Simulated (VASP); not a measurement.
# Si62C (a cell with a defect) in VASP: notebook

Runs on Si62C (a cell with a defect). Level: PBE. Tasks: single point.

All numbers are computed with VASP 6.6.1; they aren't measurements. Logs are shortened: lines on timing, memory, paths and dates and some standing lists are left out, and cuts for length are marked.

## (1) The cell of the first run

The cell holds a defect, 63 atoms: a = 10.860 Å, b = 10.860 Å, c = 10.860 Å, α = 90.00°, β = 90.00°, γ = 90.00°.

## (2) Single point, PBE

INCAR

```
SYSTEM = Si62C
  PREC = Accurate
  ENCUT = 520
  EDIFF = 1E-6
  ISMEAR = -1
  SIGMA = 0.02
  LREAL = Auto
  LASPH = .TRUE.
  NELM = 80
  ALGO = Normal
  ISIF = 2
  LWAVE = .FALSE.
  LCHARG = .TRUE.
  GGA = PE
  LELF = .TRUE.
  LVHAR = .TRUE.
  NBANDS = 163
```

KPOINTS

```
Automatic mesh
0
G
  1 1 1
  0 0 0
```

POSCAR

```
Si62C
1.0
   10.8600000000      0.0000000000      0.0000000000
    0.0000000000     10.8600000000      0.0000000000
    0.0000000000      0.0000000000     10.8600000000
Si C
62 1
Direct
    0.5014914365     -0.0037967772     -0.0038392265
    0.6253533149      0.1219726519      0.1219131676
    0.7525554328      0.2565942910      0.0050466851
    0.8745875691      0.3866957643      0.1332785451
    0.7532359116      0.0005718232      0.2510566298
    0.8775683241      0.1286069061      0.3727167587
   -0.0003616943     -0.0030084715      0.0045236648
    0.1242550645      0.1262837017      0.1263373849
    0.2512164825      0.2505626151      0.0006782689
    0.3748260589      0.3771346225      0.1262618785
    0.5032821363      0.5079494475      0.0081347145
    0.6337615101      0.6290780847      0.1395179558
    0.7495715470      0.7500899632      0.0006278085
    0.8753409761      0.8661679558      0.1326260589
    0.2453127072     -0.0034512891      0.2506858195
    0.3692317680      0.1276866483      0.3737206262
    0.5001673112      0.2476323204      0.2461573665
    0.6274390424      0.3715982505      0.3720543278
    0.7651787293      0.5139444751      0.2772601289
    0.4982638122      0.0061451197      0.5015156538
    0.6206312155      0.1305558932      0.6295326888
    0.7495497238      0.2482654696      0.5013760589
    0.8779994475      0.3680228361      0.6277213628
    0.7489622468      0.0030162983      0.7483137201
    0.8752587477      0.1249514733      0.8795635359
    0.0013583794      0.5019368324     -0.0008934622
    0.1232971455      0.6271453039      0.1261124309
    0.2531702578      0.7524976980     -0.0037019337
    0.3786899632      0.8762122468      0.1289580110
    0.0020598527      0.2566783610      0.2493500000
    0.1166482505      0.3870843462      0.3778946593
    0.2497021179      0.5034236648      0.2506334254
    0.3773635359      0.6260638122      0.3768781768
    0.5101037753      0.7561106814      0.2636847145
    0.6383044199      0.8830832413      0.3933453039
   -0.0036572744     -0.0035599448      0.4956422652
    0.1270220994      0.1183890424      0.6227236648
    0.2442581031      0.2564988029      0.4984687845
    0.3714262431      0.3783407919      0.6277239411
    0.5032248619      0.4955511050      0.4963491713
    0.6510683241      0.6145272560      0.6018617864
    0.8522684162      0.8759404236      0.6069930018
    0.2535023020     -0.0048558011      0.7479751381
    0.3737593923      0.1233053407      0.8756333333
    0.4963986188      0.2552318600      0.7547397790
    0.6214634438      0.3787805709      0.8814219153
    0.7537102210      0.4938906077      0.7500634438
    0.8739054328      0.6254183241      0.8735621547
   -0.0217086556      0.7241204420      0.2700311234
    0.1161555249      0.8641709945      0.3729545120
   -0.0251797422      0.5109373849      0.4919546041
    0.1135478821      0.6271035912      0.6205941989
    0.2481338858      0.7489742173      0.5002825046
    0.3803015654      0.8696334254      0.6231629834
    0.0058372928      0.2434493554      0.7513773481
    0.1261445672      0.3747719153      0.8750843462
    0.2464057090      0.5061435543      0.7490232965
    0.3834637201      0.6284148250      0.8690264273
    0.5194571823      0.7408616022      0.7306797422
    0.6259411602      0.8705787293      0.8689608656
   -0.0141220074      0.7549782689      0.7395882136
    0.1202381215      0.8759488029      0.8707911602
    0.8635795580      0.5962509208      0.3913452118
```

Potentials or basis: VASP PAW PBE potentials, release 64 (Si, C).

Launch:

```console
$ cat potpaw_PBE.64/Si/POTCAR potpaw_PBE.64/C/POTCAR > POTCAR
$ mpirun -np 1 vasp_gam > vasp.out
```

OUTCAR:

```text
SYSTEM = Si62C
   PREC = Accurate
   ENCUT = 520
   EDIFF = 1E-6
   ISMEAR = -1
   LREAL = Auto
   LASPH = .TRUE.
   NELM = 80
   ISIF = 2
   GGA = PE

 ion  position               nearest neighbor table
   1  0.501  0.996  0.996-   2 2.35  44 2.35  29 2.36  60 2.37
   2  0.625  0.122  0.122-  17 2.35   1 2.35   5 2.37   3 2.38
   3  0.753  0.257  0.005-  46 2.36   2 2.38  25 2.38   4 2.39
   4  0.875  0.387  0.133-  30 2.35  26 2.36   3 2.39  19 2.40
   5  0.753  0.001  0.251-   6 2.35  14 2.35  35 2.36   2 2.37
   6  0.878  0.129  0.373-   5 2.35  36 2.35  30 2.36  22 2.36
[... 54 lines left out ...]
  61  0.986  0.755  0.740-  52 2.35  48 2.36  62 2.43  42 2.43
  62  0.120  0.876  0.871-  43 2.36   7 2.36  28 2.40  61 2.43
  63  0.864  0.596  0.391-  19 1.86  51 1.87  49 2.28

  LATTYP: Found a simple cubic cell.
 ALAT       =    10.8600000000

  Lattice vectors:

 A1 = (  10.8600000000,   0.0000000000,   0.0000000000)
 A2 = (   0.0000000000,  10.8600000000,   0.0000000000)
 A3 = (   0.0000000000,   0.0000000000,  10.8600000000)

Analysis of symmetry for initial positions (statically):
=====================================================================
 Subroutine PRICEL returns:
 Original cell was already a primitive cell.

 Routine SETGRP: Setting up the symmetry group for a
 simple cubic supercell.

 Subroutine GETGRP returns: Found  1 space group operations
 (whereof  1 operations were pure point group operations)
 out of a pool of 48 trial point group operations.

The static configuration has the point symmetry C_1 .

Analysis of symmetry for dynamics (positions and initial velocities):
=====================================================================
 Subroutine PRICEL returns:
 Original cell was already a primitive cell.

 Routine SETGRP: Setting up the symmetry group for a
 simple cubic supercell.

 Subroutine GETGRP returns: Found  1 space group operations
 (whereof  1 operations were pure point group operations)
 out of a pool of 48 trial point group operations.

The dynamic configuration has the point symmetry C_1 .

 Subroutine INISYM returns: Found  1 space group operations
 (whereof  1 operations are pure point group operations),
 and found     1 'primitive' translations

[... 193 lines left out ...]
   LREAL  =      T    real-space projection
   EDIFFG = 0.1E-04   stopping-criterion for IOM
   NSW    =      0    number of steps for IOM
   IBRION =     -1    ionic relax: 0-MD 1-quasi-New 2-CG
   NFREE  =      0    steps in history (QN), initial steepest desc. (CG)
   ISIF   =      2    stress and relaxation
   ISYM   =      2    0-nonsym 1-usesym 2-fastsym
   POTIM  = 0.5000    time-step for ionic-motion
   TEBEG  =    0.0;   TEEND  =   0.0 temperature during run
   PSTRESS=    0.0 pullay stress
   NELECT =     252.0000    total number of electrons
   NUPDOWN=      -1.0000    fix difference up-down
   EMIN   =  10.00;   EMAX   =-10.00  energy-range for DOS
   EFERMI =   0.00;   METHOD = LEGACY
   ISMEAR =    -1;   SIGMA  =   0.02  broadening in eV -4-tet -1-fermi 0-gaus
   EFERMI_NEDOS =   21; number of points for ismear=-14 and -15
   IALGO  =     38    algorithm
   IMIX   =      4    mixing-type and parameters
     AMIX     =   0.40;   BMIX     =  1.00
     AMIX_MAG =   1.60;   BMIX_MAG =  1.00
  volume/ion in A,a.u.               =      20.33       137.20
  Fermi-wavevector in a.u.,A,eV,Ry     =   0.952164  1.799329 12.335269  0.906617
  Thomas-Fermi vector in A             =   2.080702
   LORBIT       =      0    0 simple, 1 ext, 2 COOP (PROOUT), +10 PAW based schemes
   GGA     = PE    functional components
   LHFCALC =     F    Hartree Fock is set to
   AEXX    =    0.0000 exact exchange contribution
   IVDW    =     0    specifies the selected vdW correction
   LEPSILON=     F    determine dielectric tensor
   LRPA    =     F    only Hartree local field effects (RPA)
 non-spin polarized calculation
  energy-cutoff  :      520.00
  volume of cell :     1280.82
 maximum number of plane-waves:     17229
 NGX is ok and might be reduce to    84
   NGX = 41   NGY = 41   NGZ = 41

 number of electron     252.0000000 magnetization

 Free energy of the ion-electron system (eV)
  ---------------------------------------------------
  ext. energy  EPLUGINS =         0.00000000
  ---------------------------------------------------
  free energy    TOTEN  =      -333.80697791 eV

  energy without entropy =     -333.80413465  energy(sigma->0) =     -333.80555628

 E-fermi :   5.9919     XC(G=0):  -9.3160

 val. band max:        5.8888447221   @ k =   0.0000   0.0000   0.0000
 cond. band min:       6.0952143855   @ k =   0.0000   0.0000   0.0000
 fundamental gap:      0.2063696633
 Fermi energy:         5.9919201240

 k-point     1 :       0.0000    0.0000    0.0000
  band No.  band energies     occupation
      1      -6.4190      2.00000
      2      -5.9219      2.00000
      3      -5.1770      2.00000
      4      -5.1712      2.00000
      5      -5.1600      2.00000
      6      -5.1593      2.00000
[... 130 lines left out ...]
    137       6.8323      0.00000
    138       6.8538      0.00000
 [bands above 138 left out]

------------------------ aborting loop because EDIFF is reached ----------------------------------------

  FORCE on cell =-STRESS in cart. coord.  units (eV):
  Direction    XX          YY          ZZ          XY          YZ          ZX
  --------------------------------------------------------------------------------------
  -------------------------------------------------------------------------------------
  Total       -2.0469300     10.3429032     -2.4133342     -6.2296683      5.5646595     -2.0726590
  in kB       -2.5604959     12.9378934     -3.0188294     -7.7926654      6.9608087     -2.5926803
  external PRESSURE =       2.4528560 kB  Pullay stress =       0.0000000 kB

 VOLUME and BASIS-vectors are now :
 -----------------------------------------------------------------------------
  energy-cutoff  :      520.00
  volume of cell :     1280.82
      direct lattice vectors                 reciprocal lattice vectors
    10.860000000  0.000000000  0.000000000     0.092081031  0.000000000  0.000000000
     0.000000000 10.860000000  0.000000000     0.000000000  0.092081031  0.000000000
     0.000000000  0.000000000 10.860000000     0.000000000  0.000000000  0.092081031

 POSITION                                       TOTAL-FORCE (eV/Angst)
 -----------------------------------------------------------------------------------
      5.44620     10.81877     10.81831        -0.017564     -0.002903      0.026885
      6.79134      1.32462      1.32398        -0.000069     -0.008339      0.012564
      8.17275      2.78661      0.05481        -0.002366     -0.048250     -0.051114
      9.49802      4.19952      1.44740        -0.001541     -0.115087     -0.139522
      8.18014      0.00621      2.72647        -0.012396     -0.011232      0.031469
      9.53039      1.39667      4.04770         0.000125     -0.005658      0.000213
[... 55 lines left out ...]
      1.30579      9.51280      9.45679        -0.006522     -0.006577      0.012936
      9.37847      6.47528      4.25001         1.245114      0.644516     -1.334811
 -----------------------------------------------------------------------------------
    total drift:                               -0.013822     -0.000589      0.008123

  FREE ENERGIE OF THE ION-ELECTRON SYSTEM (eV)
  ---------------------------------------------------
  free  energy   TOTEN  =      -333.8069779063 eV

  energy  without entropy=     -333.8041346455  energy(sigma->0) =     -333.80555628
```

Run time: 7.9 min. Hardware: 1 thread of Intel Xeon Platinum 8259CL at 2.50GHz (Skylake/Cascade Lake), shared host; peak memory 1.1 GiB.

What came out:

```
Free energy   : -333.8070 eV
Pressure      : 0.2 GPa
Largest force : 1.936 eV/Å
```

Forces on the atoms (eV/Å):
```
Si  -0.018 -0.003  0.027
Si   0.000 -0.008  0.013
Si  -0.002 -0.048 -0.051
Si  -0.002 -0.115 -0.140
Si  -0.012 -0.011  0.031
Si   0.000 -0.006  0.000
Si  -0.008 -0.070  0.087
Si  -0.004 -0.011  0.004
Si  -0.012 -0.006 -0.003
Si   0.024 -0.009 -0.019
Si   0.006 -0.024 -0.017
Si  -0.006 -0.016 -0.036
Si  -0.019 -0.018  0.022
Si  -0.037 -0.115  0.123
Si  -0.064 -0.047  0.005
Si   0.014 -0.070  0.010
Si  -0.008 -0.004  0.032
Si   0.018  0.021  0.013
Si  -0.040 -0.222 -0.279
Si   0.003 -0.016  0.032
Si  -0.005  0.014  0.010
Si  -0.028 -0.026  0.016
Si  -0.001  0.104 -0.123
Si  -0.039  0.038  0.051
Si   0.013 -0.036  0.016
Si  -0.006 -0.017  0.001
Si  -0.127 -0.068  0.148
Si  -0.097  0.000  0.105
Si  -0.007 -0.008  0.012
Si   0.001 -0.012 -0.007
Si   0.153 -0.126 -0.019
Si   0.023 -0.028 -0.002
Si   0.006  0.000 -0.007
Si  -0.008 -0.016 -0.001
Si  -0.010 -0.020  0.045
Si   0.007  0.037  0.027
Si   0.002  0.030  0.026
Si   0.075 -0.053  0.005
Si   0.014  0.013  0.005
Si   0.024  0.062  0.021
Si  -0.507  0.429  0.474
Si   0.000  0.074  0.075
Si  -0.024  0.010  0.027
Si   0.008 -0.005  0.001
Si  -0.015  0.013  0.006
Si   0.014  0.005 -0.032
Si  -0.014  0.080 -0.052
Si   0.008  0.007 -0.007
Si  -0.359 -0.303  0.488
Si  -0.055 -0.050  0.076
Si   0.245 -0.070 -0.170
Si  -0.011 -0.003 -0.042
Si   0.005 -0.006  0.028
Si  -0.025  0.030  0.000
Si  -0.059  0.059 -0.015
Si   0.009  0.014 -0.017
Si  -0.030 -0.006 -0.020
Si  -0.109 -0.077  0.090
Si  -0.176  0.054  0.177
Si   0.026  0.022  0.040
Si   0.005 -0.006  0.015
Si  -0.007 -0.007  0.013
C    1.245  0.645 -1.335
```

Stress tensor (GPa, compression positive):
```
-0.26 -0.78 -0.26
-0.78  1.29  0.70
-0.26  0.70 -0.30
```

Caveat: the k points lie up to 0.58 Å⁻¹ apart.

[end of part 1 of 2]
